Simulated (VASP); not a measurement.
# SiTe2: relaxation of cell and atoms with LDA

The system is SiTe2.

```
Si Te
1.0
     0.00000    3.37500    3.37500
     3.37500    0.00000    3.37500
     3.37500    3.37500    0.00000
Si Te
1 2
Cartesian
  0.0000 0.0000 0.0000
  1.6875 1.6875 1.6875
  5.0625 5.0625 5.0625
```

- Program: VASP 6.6.1
- Task: relaxation of cell and atoms
- Functional: LDA
- Potentials or basis: VASP PAW LDA potentials, release 64 (Si, Te)
- Cutoff: 500 eV
- k mesh: 4 × 4 × 4
- Occupations: fermi-dirac, width 0.02 eV
- Spin: no spin polarisation
- Target pressure: 15 GPa
- Dipole correction: no
- Further INCAR settings: ALGO = Normal; EDIFF = 1e-07; IBRION = 2; EDIFFG = -0.03; NSW = 80; ISIF = 3

```json
{"Relaxed volume": "21.82 Å³/atom", "Relaxed cell": "a = 4.524 Å, b = 4.524 Å, c = 4.524 Å, α = 60.00°, β = 60.00°, γ = 60.00°", "Space group after relaxing (to 0.1 Å)": "Fm-3m (No. 225)", "Energy change on relaxing (the run minimises the enthalpy)": "+170.3 meV/atom", "Ionic steps": "4", "Pressure after relaxing": "14.9 GPa", "Band gap on the k mesh": "zero (bands 8 and 9 overlap by 3.57 eV)"}
```

Step by step:
| step | energy change (eV) | largest force (eV/Å) | pressure (GPa) | volume (Å³) |
| --- | --- | --- | --- | --- |
| 1 | 0.0000 | 0.0000 | 1.25 | 76.89 |
| 2 | 2.2761 | 0.0000 | 41.79 | 54.92 |
| 3 | 0.4773 | 0.0000 | 14.26 | 65.83 |
| 4 | 0.5109 | 0.0000 | 14.90 | 65.46 |

Final structure:
```
Si Te
1.0
     0.00000    3.19882    3.19882
     3.19882    0.00000    3.19882
     3.19882    3.19882    0.00000
Si Te
1 2
Cartesian
  3.1988 0.0000 3.1988
  1.5994 1.5994 1.5994
  4.7982 4.7982 4.7982
```

Levels at points of the mesh, in eV from the Fermi level:
```
           k point  band 4  band 5  band 6  band 7  band 8  band 9  band 10  band 11  band 12
(0.00, 0.00, 0.00)   -4.82   -4.82   -3.86   -2.99   -2.99   -2.99     0.94     0.94     0.94
(0.50, 0.00, 0.00)   -5.13   -5.13   -3.74   -3.74   -3.39    1.50     2.91     2.91     3.84
(0.50, 0.50, 0.00)   -7.14   -7.14   -3.42    0.58    0.58    2.44     2.47     3.83     3.83
```

Wall time 20 s on 1 thread of Intel(R) Xeon(R) Platinum 8488C (Sapphire Rapids) (shared host), peak memory 0.18 GiB.

Caveat: the k points lie up to 0.43 Å⁻¹ apart in the final cell, too coarse for converged energies and pressures of a metal; the cell is relaxed towards a set pressure, so the run minimises the enthalpy, not the energy; spin-orbit coupling is left out, which moves the levels of the heavy elements.
